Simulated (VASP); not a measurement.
Input of a VASP 6.6.1 run:

Contents of INCAR:

```
PREC = Accurate ; ENCUT = 400
EDIFF = 1E-8 ; ISMEAR = -1
SIGMA = 0.03 ; LREAL = False
LASPH = True ; NELM = 120
ALGO = Normal ; ISIF = 2
LWAVE = False ; LCHARG = False
GGA = CA ; LEFG = True
NBANDS = 8 ; GGA_COMPAT = False
```

KPOINTS

```
Automatic mesh
0
Gamma
  14 14 14
```

Contents of POSCAR:

```
Sb
1.0
    0.0000000000      2.3050000000      2.3050000000
    2.3050000000      0.0000000000      2.3050000000
    2.3050000000      2.3050000000      0.0000000000
Sb
1
Direct
    0.0000000000      0.0000000000      0.0000000000
```

Potentials or basis: VASP PAW LDA potentials, release 64 (Sb).

Command:

```bash
$ cat potpaw_LDA.64/Sb/POTCAR > POTCAR
$ mpirun -np 1 vasp_std > vasp.out
```

Q: Estimate the pressure.

A: 3.9 GPa.

Caveat: without QUAD_EFG the Cq values of the log hold for a quadrupole moment of 1 mb, not for the nuclei.
